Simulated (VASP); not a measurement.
A run of VASP 6.6.1 is set up as follows.

Contents of INCAR:

```
SYSTEM = CdH
PREC = Accurate
ENCUT = 520
EDIFF = 1E-6
ISMEAR = 0
SIGMA = 0.1
LREAL = .False.
LASPH = .True.
NELM = 80
ALGO = Normal
ISIF = 2
LWAVE = .False.
LCHARG = .True.
GGA = PE
LELF = .True.
LVHAR = .True.
NBANDS = 14
```

Contents of KPOINTS:

```
regular mesh
0
Gamma
  6 6 6
  0 0 0
```

The input POSCAR:

```
CdH
1.0
    1.3804958126      0.7970296290      4.3971348105
   -1.3804958126      0.7970296290      4.3971348105
    0.0000000000     -1.5940592580      4.3971348105
Cd H
1 1
Direct
    0.0000000000      0.0000000000      0.0000000000
    0.5000000000      0.5000000000      0.5000000000
```

Potentials or basis: VASP PAW PBE potentials, release 64 (Cd, H).

Run with:

```console
$ cat potpaw_PBE.64/Cd/POTCAR potpaw_PBE.64/H/POTCAR > POTCAR
$ mpirun -np 1 vasp_std > vasp.out
```

Task: Predict the pressure.

Result: 3.9 GPa.

Stress tensor (GPa, compression positive):
```
 12.77   0.00   0.00
  0.00  12.77   0.00
  0.00   0.00 -13.97
```

Caveat: the k points lie up to 0.45 Å⁻¹ apart.
